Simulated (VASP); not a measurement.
The system is Al13V3.

```
CELL_PARAMETERS angstrom
-3.99478 3.99478 -3.99478
3.99478 3.99478 3.99478
3.99478 -3.99478 -3.99478
ATOMIC_POSITIONS crystal
Al 0.24984 0.99762 0.74832
Al 0.00605 0.25266 0.75242
Al 0.50125 0.99801 0.50105
Al 0.24939 0.24862 0.49776
Al 0.50195 0.75151 0.75314
Al 0.99798 0.49407 0.49690
Al 0.50091 0.24999 0.25158
Al 0.74549 0.74502 0.49459
Al 0.99332 0.99644 0.99632
Al 0.00165 0.74764 0.25008
Al 0.75429 0.24726 0.00000
Al 0.50491 0.50398 0.00284
Al 0.25501 0.75082 0.99522
V 0.75351 0.49985 0.75234
V 0.75069 0.99731 0.24849
V 0.25019 0.50143 0.24732
```

```yaml
Program: VASP 6.6.1
Task: relaxation of cell and atoms
Functional: PBE
Potentials_or_basis: VASP PAW PBE potentials, release 64 (Al, V_sv)
Cutoff: 600 eV
k_mesh: 2 × 2 × 2, shifted
Occupations: gaussian, width 0.1 eV
Spin: no spin polarisation
```

At the start: pressure -3.6 GPa; volume 15.94 Å³/atom.

Where does the relaxation end?

Over 7 steps the energy falls by 9.7 meV/atom and the volume is 15.40 Å³/atom (-3.4 %); space group Cm (No. 8, to 0.1 Å) before, Im-3m (No. 229, to 0.1 Å).

The path:
```tsv
step	energy change (eV)	largest force (eV/Å)	pressure (GPa)	volume (Å³)
1	0.0000	0.3792	-3.62	255.00
2	-0.1108	0.2904	1.74	241.95
3	-0.1255	0.3159	0.28	245.16
4	-0.1412	0.2162	0.19	245.34
5	-0.1522	0.0975	0.08	245.68
6	-0.1543	0.0535	-0.07	246.06
7	-0.1549	0.0232	-0.20	246.37
```

Final structure:
```yaml
crystal:
  lattice:
    - [-3.94925, 3.94831, -3.94990]
    - [3.94961, 3.94867, 3.94990]
    - [3.94910, -3.94831, -3.94975]
  atoms:
    - { symbol: Al, position: [0.24975, 0.99895, 0.74856] }
    - { symbol: Al, position: [0.99877, 0.25146, 0.74941] }
    - { symbol: Al, position: [0.50418, 0.99963, 0.49727] }
    - { symbol: Al, position: [0.25129, 0.25193, 0.49627] }
    - { symbol: Al, position: [0.50296, 0.74571, 0.74851] }
    - { symbol: Al, position: [0.99792, 0.49302, 0.49619] }
    - { symbol: Al, position: [0.50328, 0.25161, 0.25462] }
    - { symbol: Al, position: [0.74517, 0.74563, 0.49680] }
    - { symbol: Al, position: [0.99819, 0.99880, 0.00233] }
    - { symbol: Al, position: [0.99920, 0.74669, 0.24450] }
    - { symbol: Al, position: [0.75581, 0.25092, 0.00208] }
    - { symbol: Al, position: [0.50422, 0.50426, 0.00171] }
    - { symbol: Al, position: [0.25173, 0.74730, 0.00198] }
    - { symbol: V, position: [0.75210, 0.49868, 0.75004] }
    - { symbol: V, position: [0.75104, 0.99844, 0.24986] }
    - { symbol: V, position: [0.25083, 0.49921, 0.24825] }
```

Caveat: the k points lie up to 0.56 Å⁻¹ apart in the final cell.
